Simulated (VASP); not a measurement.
# AlN (P1) in VASP: relaxation of cell and atoms with PBE

Aim: the relaxation of cell and atoms of AlN with PBE.

All numbers are computed with VASP 6.6.1; they aren't measurements. Logs are shortened: lines on timing, memory, paths and dates and some standing lists are left out, and cuts for length are marked.

## (1) The cell of the first run

The typed cell holds 8 atoms: a = 3.047 Å, b = 5.272 Å, c = 5.317 Å, α = 90.37°, β = 89.43°, γ = 89.77°.

## (2) Relaxation of cell and atoms, PBE

File INCAR:

```
SYSTEM = AlN
PREC = Accurate ; ENCUT = 600
EDIFF = 1E-7 ; ISMEAR = 0
SIGMA = 0.1 ; LREAL = .False.
LASPH = .True. ; NELM = 80
ALGO = Normal ; ISIF = 3
LWAVE = .False. ; LCHARG = .False.
GGA = PE ; IBRION = 2
NSW = 80 ; EDIFFG = -0.025
```

File KPOINTS:

```
regular mesh
0
Gamma
  4 4 4
  0 0 0
```

File POSCAR:

```
AlN
1.0
    0.0062041156      0.0152688065      3.0468630551
    5.2723038088     -0.0172337730      0.0105907000
   -0.0172337730      5.3165062063      0.0260645286
Al N
4 4
Direct
    0.0023195354      0.6574834493      0.6602234837
    0.5066877453      0.1594203415      0.8445216616
    0.4507785473      0.7811705998      0.1915264092
    0.0010948275      0.3423749770      0.3195965199
    0.5300571864      0.8453866726      0.8079598244
    0.5368024703      0.2217370312      0.1766322283
   -0.0197464397      0.6928100748      0.3150130300
   -0.0079938726      0.2996168538      0.6845268430
```

Potentials or basis: VASP PAW PBE potentials, release 64 (Al, N).

On the command line:

```
cat potpaw_PBE.64/Al/POTCAR potpaw_PBE.64/N/POTCAR > POTCAR
mpirun -np 1 vasp_std > vasp.out
```

OUTCAR:

```text
SYSTEM = AlN
   PREC = Accurate
   ENCUT = 600
   EDIFF = 1E-7
   ISMEAR = 0
   LREAL = .False.
   LASPH = .True.
   NELM = 80
   ISIF = 3
   GGA = PE
   IBRION = 2
   NSW = 80
   EDIFFG = -0.025

 ion  position               nearest neighbor table
   1  0.002  0.657  0.660-   7 1.85   8 1.89   5 1.90   5 2.05   4 2.45   3 2.91   3 3.09   2 3.19
                             2 3.19   2 3.20   3 3.21   2 3.22   3 3.33
   2  0.507  0.159  0.845-   5 1.67   6 1.80   8 1.86   8 1.94   3 2.73   4 3.09   4 3.10   1 3.19
                             1 3.19   1 3.20   1 3.22   4 3.31   4 3.35
   3  0.451  0.781  0.192-   7 1.64   7 1.81   5 2.08   6 2.34   2 2.73   4 2.78   1 2.91   4 2.94
                             1 3.09   1 3.21   4 3.32   1 3.33
   4  0.001  0.342  0.320-   6 1.73   7 1.85   6 1.90   8 1.95   1 2.45   3 2.78   3 2.94   2 3.09
                             2 3.10   2 3.31   3 3.32   2 3.35
   5  0.530  0.845  0.808-   2 1.67   1 1.90   1 2.05   3 2.08
   6  0.537  0.222  0.177-   4 1.73   2 1.80   4 1.90   3 2.34
   7  0.980  0.693  0.315-   3 1.64   3 1.81   1 1.85   4 1.85
   8  0.992  0.300  0.685-   2 1.86   1 1.89   2 1.94   4 1.95

  LATTYP: Found a triclinic cell.
 ALAT       =     7.5118725652
 B/A-ratio  =     0.7077593480
 C/A-ratio  =     0.8120552006
 COS(alpha) =     0.0006698502
 COS(beta)  =     0.6085183255
 COS(gamma) =     0.7123216922

  Lattice vectors:

 A1 = (  -5.2895375818,   5.3337399793,   0.0154738286)
 A2 = (  -0.0172337730,   5.3165062063,   0.0260645286)
 A3 = (  -5.2785079244,   0.0019649665,  -3.0574537551)

Analysis of symmetry for initial positions (statically):
=====================================================================
 Subroutine PRICEL returns:
 Original cell was already a primitive cell.

 Routine SETGRP: Setting up the symmetry group for a
 triclinic supercell.

 Subroutine GETGRP returns: Found  1 space group operations
 (whereof  1 operations were pure point group operations)
 out of a pool of  2 trial point group operations.

The static configuration has the point symmetry C_1 .

Analysis of symmetry for dynamics (positions and initial velocities):
=====================================================================
 Subroutine PRICEL returns:
 Original cell was already a primitive cell.

 Routine SETGRP: Setting up the symmetry group for a
 triclinic supercell.

 Subroutine GETGRP returns: Found  1 space group operations
 (whereof  1 operations were pure point group operations)
 out of a pool of  2 trial point group operations.

The dynamic configuration has the point symmetry C_1 .

 Subroutine INISYM returns: Found  1 space group operations
[... 134 lines left out ...]
   GGA     = PE    functional components
   LHFCALC =     F    Hartree Fock is set to
   AEXX    =    0.0000 exact exchange contribution
   IVDW    =     0    specifies the selected vdW correction
   LEPSILON=     F    determine dielectric tensor
   LRPA    =     F    only Hartree local field effects (RPA)
 conjugate gradient relaxation of ions
 non-spin polarized calculation
 Gauss-broadening in eV      SIGMA  =   0.10
  energy-cutoff  :      600.00
  volume of cell :       85.40
 maximum number of plane-waves:      2878
   NGX = 13   NGY = 21   NGZ = 21

--------------------------------------- Ionic step        1  -------------------------------------------

 number of electron      32.0000001 magnetization

 Free energy of the ion-electron system (eV)
  ---------------------------------------------------
  ext. energy  EPLUGINS =         0.00000000
  ---------------------------------------------------
  free energy    TOTEN  =       -56.55683091 eV

  energy without entropy =      -56.55683091  energy(sigma->0) =      -56.55683091

------------------------ aborting loop because EDIFF is reached ----------------------------------------

  FORCE on cell =-STRESS in cart. coord.  units (eV):
  Direction    XX          YY          ZZ          XY          YZ          ZX
  --------------------------------------------------------------------------------------
  -------------------------------------------------------------------------------------
  Total        9.6285036      5.1663081     11.9433952      1.9612404     -1.6466427      2.4507706
  in kB      180.6370226     96.9233189    224.0659028     36.7941530    -30.8920933     45.9780597
  external PRESSURE =     167.2087481 kB  Pullay stress =       0.0000000 kB
[... 107 lines left out ...]
  FREE ENERGIE OF THE ION-ELECTRON SYSTEM (eV)
  ---------------------------------------------------
  free  energy   TOTEN  =       -58.5994663350 eV

  energy  without entropy=      -58.5994663350  energy(sigma->0) =      -58.59946634

[... ionic steps 4 to 20 ...]

--------------------------------------- Ionic step       21  -------------------------------------------

 number of electron      31.9999992 magnetization

------------------------ aborting loop because EDIFF is reached ----------------------------------------
[... 79 lines left out ...]
--------------------------------------- Ionic step       23  -------------------------------------------

 number of electron      31.9999992 magnetization

 Free energy of the ion-electron system (eV)
  ---------------------------------------------------
  ext. energy  EPLUGINS =         0.00000000
  ---------------------------------------------------
  free energy    TOTEN  =       -59.29434964 eV

  energy without entropy =      -59.29434964  energy(sigma->0) =      -59.29434964

 E-fermi :   6.0230     XC(G=0): -10.5866

 val. band max:        5.5391721640   @ k =   0.0000   0.0000   0.0000
 cond. band min:       9.2954419722   @ k =   0.0000   0.0000   0.0000
 fundamental gap:      3.7562698081
 Fermi energy:         6.0230451149

 k-point     1 :       0.0000    0.0000    0.0000
  band No.  band energies     occupation
      1      -9.4647      2.00000
      2      -7.5031      2.00000
      3      -7.5018      2.00000
      4      -7.2274      2.00000
      5      -0.3816      2.00000
      6       0.7436      2.00000
[... 565 lines left out ...]
     20      13.0626      0.00000
     21      14.0400      0.00000

 [... further k-points ...]

------------------------ aborting loop because EDIFF is reached ----------------------------------------

  FORCE on cell =-STRESS in cart. coord.  units (eV):
  Direction    XX          YY          ZZ          XY          YZ          ZX
  --------------------------------------------------------------------------------------
  -------------------------------------------------------------------------------------
  Total        0.0258174     -0.0176289     -0.0201175      0.0087274     -0.0033843      0.0098324
  in kB        0.4675206     -0.3192370     -0.3643034      0.1580432     -0.0612858      0.1780530
  external PRESSURE =      -0.0720066 kB  Pullay stress =       0.0000000 kB
[... 23 lines left out ...]
  FREE ENERGIE OF THE ION-ELECTRON SYSTEM (eV)
  ---------------------------------------------------
  free  energy   TOTEN  =       -59.2943496355 eV

  energy  without entropy=      -59.2943496355  energy(sigma->0) =      -59.29434964

 reached required accuracy - stopping structural energy minimisation
```

OSZICAR:

```text
N       E                     dE             d eps       ncg     rms          rms(c)
DAV:   1     0.153069499691E+03    0.15307E+03   -0.16453E+04  1512   0.154E+03
DAV:   2    -0.551040790405E+02   -0.20817E+03   -0.19781E+03  2173   0.292E+02
DAV:   3    -0.674787471543E+02   -0.12375E+02   -0.12308E+02  1867   0.812E+01
DAV:   4    -0.676413127331E+02   -0.16257E+00   -0.16240E+00  1812   0.101E+01
[... 217 lines left out ...]
DAV:   2    -0.592943611120E+02   -0.52285E-04   -0.68490E-04  1963   0.173E-01    0.203E-02
DAV:   3    -0.592943513070E+02    0.98050E-05   -0.16066E-05  1827   0.343E-02    0.107E-02
DAV:   4    -0.592943493616E+02    0.19453E-05   -0.13283E-05  1867   0.264E-02    0.341E-03
DAV:   5    -0.592943496120E+02   -0.25039E-06   -0.21860E-06  1832   0.113E-02    0.223E-03
DAV:   6    -0.592943496355E+02   -0.23516E-07   -0.88722E-08  1256   0.254E-03
  23 F= -.59294350E+02 E0= -.59294350E+02  d E =-.154218E-03
```

Wall time 20 min (1 thread of Intel Xeon 8259CL, shared host); peak memory 0.24 GiB.

What came out:

```yaml
Free_energy: -59.2943 eV
Relaxed_volume: 11.06 Å³/atom
Relaxed_cell: a = 3.123 Å, b = 5.318 Å, c = 5.326 Å, α = 90.01°, β = 90.00°, γ = 90.00°
Space_group_after_relaxing_to_0.1_Å: P4_2/mnm (No. 136)
Energy_gained_by_relaxing: 342.2 meV/atom
Ionic_steps: 23
Pressure_after_relaxing: 0.0 GPa
Largest_force_after_relaxing: 0.020 eV/Å
Band_gap_on_the_k_mesh: 3.76 eV
```

Forces on the atoms (eV/Å):
```
Al   0.005 -0.015 -0.010
Al   0.003  0.013  0.005
Al  -0.018 -0.004  0.005
Al  -0.007  0.005 -0.005
N    0.014 -0.004 -0.005
N   -0.001 -0.002 -0.008
N   -0.001 -0.001  0.001
N    0.005  0.008  0.016
```

Stress tensor (GPa, compression positive):
```
 0.05  0.02  0.02
 0.02 -0.03 -0.01
 0.02 -0.01 -0.04
```

The path:
```
step  energy change (eV)  largest force (eV/Å)  pressure (GPa)  volume (Å³)
   1              0.0000                7.4089           16.72        85.40
   2             -0.6724                2.9036          -12.23        99.84
   3             -2.0426                2.5047           -4.29        91.85
   4             -2.0458                2.4520           -3.94        91.65
   5             -2.4969                1.8661           -2.42        89.89
   6             -2.4988                1.7166           -2.66        90.01
   7             -2.6766                0.7939            2.11        87.44
   8             -2.6768                0.8118            1.91        87.53
   9             -2.7188                0.3706           -0.25        88.53
  10             -2.7199                0.2782            0.02        88.39
  11             -2.7282                0.1633           -0.18        88.51
  12             -2.7285                0.1576           -0.23        88.54
  13             -2.7328                0.1246            0.08        88.42
  14             -2.7335                0.1564            0.28        88.34
  15             -2.7360                0.0880            0.02        88.47
  16             -2.7360                0.0865            0.00        88.48
  17             -2.7367                0.0587           -0.08        88.52
  18             -2.7367                0.0709           -0.09        88.52
  19             -2.7371                0.0287            0.02        88.46
  20             -2.7372                0.0335            0.08        88.43
  21             -2.7374                0.0322           -0.02        88.48
  22             -2.7374                0.0371           -0.05        88.49
  23             -2.7375                0.0195           -0.01        88.48
```

Final structure:
```
Al N
1.0
    -0.00027    0.00001    3.12345
     5.31833    0.00007    0.00034
    -0.00059    5.32612   -0.00047
Al N
4 4
Direct
  0.00032 0.67634 0.67781
  0.49948 0.17635 0.82219
  0.50006 0.82376 0.17776
  0.00019 0.32368 0.32225
  0.50027 0.81411 0.81622
  0.50018 0.18579 0.18384
  0.00013 0.68580 0.31617
  0.99937 0.31416 0.68376
```

Caveat: the k points lie up to 0.50 Å⁻¹ apart in the final cell.
